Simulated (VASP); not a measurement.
Wanted: the native input for a VASP 6.6.1 run.

```
Task                   : single point
Functional             : PBEsol
Potentials or basis    : VASP PAW PBE potentials, release 64 (Zr_sv)
Cutoff                 : 520 eV
k mesh                 : 12 × 12 × 12
Occupations            : fermi-dirac, width 0.1 eV
Spin                   : no spin polarisation
Dipole correction      : no
Further INCAR settings : ALGO = Normal; EDIFF = 1e-06; NBANDS = 12
```

The structure of Zr lies in POSCAR:

```
Zr
1.0
    2.8642827878      0.0000000000      0.0000000000
    0.0000000000      2.8642827878      0.0000000000
    0.0000000000      0.0000000000      2.8642827878
Zr
1
Direct
    0.0000000000      0.0000000000      0.0000000000
```

The input as run:

INCAR

```
  PREC = Accurate
  ENCUT = 520
  EDIFF = 1E-6
  ISMEAR = -1
  SIGMA = 0.1
  LREAL = F
  LASPH = T
  NELM = 60
  ALGO = Normal
  ISIF = 2
  LWAVE = F
  LCHARG = F
  GGA = PS
  NBANDS = 12
```

KPOINTS

```
Automatic mesh
0
Gamma
  12 12 12
```

Potentials or basis: VASP PAW PBE potentials, release 64 (Zr_sv).

Command:

```bash
$ cat potpaw_PBE.64/Zr_sv/POTCAR > POTCAR
$ mpirun -np 1 vasp_std > vasp.out
```

Results of the run:

```yaml
Pressure: 0.4 GPa
Band_gap_on_the_k_mesh: zero (band 6 reaches 9.52 eV, above the bottom of band 7 at 6.62 eV)
```

Caveat: the PAW data sets were made with another functional, which shifts forces and pressure a little.

Run time: 34 s on 1 thread of AMD EPYC 7R13, on a shared host, peak memory 0.12 GiB.
